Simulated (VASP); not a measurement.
Au, 1 atom in the cell. The structure is cubic, space group Pm-3m (No. 221). Conventional cell: a = 2.653 Å, b = 2.653 Å, c = 2.653 Å, α = 90.00°, β = 90.00°, γ = 90.00°. Within 3.5 Å of Au (site symmetry m-3m) lie 6 Au at 2.65 Å.  This cell differs from its parent crystal: volume scaled by 0.9.

| Item | Value |
| --- | --- |
| Program | VASP 6.6.1 |
| Task | single point |
| Functional | PBE |
| Potentials or basis | VASP PAW PBE potentials, release 64 (Au) |
| Cutoff | 520 eV |
| k mesh | 14 × 14 × 14 |
| Occupations | fermi-dirac, width 0.1 eV |
| Spin | no spin polarisation |
| Dipole correction | no |
| Further INCAR settings | ALGO = Normal; EDIFF = 1e-06; NBANDS = 12 |

Potentials or basis: VASP PAW PBE potentials, release 64 (Au).

Run with:

```bash
$ cat potpaw_PBE.64/Au/POTCAR > POTCAR
$ mpirun -np 1 vasp_std > vasp.out
```

Hardware: 1 thread of Intel(R) Xeon(R) Platinum 8488C (Sapphire Rapids) (shared host).

Problem. How long does it take, and how much memory?

Solution. Wall time 15 s on 1 thread of Intel(R) Xeon(R) Platinum 8488C (Sapphire Rapids), with other jobs on the host, peak memory 0.14 GiB. Counts: scf iterations 11, k points 120.
